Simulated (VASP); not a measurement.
Input of a VASP 6.6.1 run:

Contents of INCAR:

```
PREC = Accurate ; ENCUT = 520
EDIFF = 1E-6 ; ISMEAR = 0
SIGMA = 0.1 ; LREAL = F
LASPH = T ; NELM = 150
ALGO = Normal ; ISIF = 2
LWAVE = F ; LCHARG = T
ISPIN = 2 ; MAGMOM = 0 1
LORBIT = 11 ; GGA = PE
LELF = T ; LVHAR = T
NBANDS = 20
```

File KPOINTS:

```
Automatic mesh
0
Gamma
  6 6 6
```

File POSCAR:

```
GaO
1.0
    3.2565766400      0.0000000000      0.0000000000
    0.0000000000      3.2565766400      0.0000000000
    0.0000000000      0.0000000000      3.2565766400
Ga O
1 1
Direct
    0.5000000000      0.5000000000      0.5000000000
    0.0000000000      0.0000000000      0.0000000000
```

Potentials or basis: VASP PAW PBE potentials, release 64 (Ga_d, O).

The run is started by

```sh
$ cat potpaw_PBE.64/Ga_d/POTCAR potpaw_PBE.64/O/POTCAR > POTCAR
$ mpirun -np 1 vasp_std > vasp.out
```

Task: What does it give for the net moment?

Result: 0.00 μB per cell.

Task: What does it give for the pressure?

Result: -17.4 GPa.
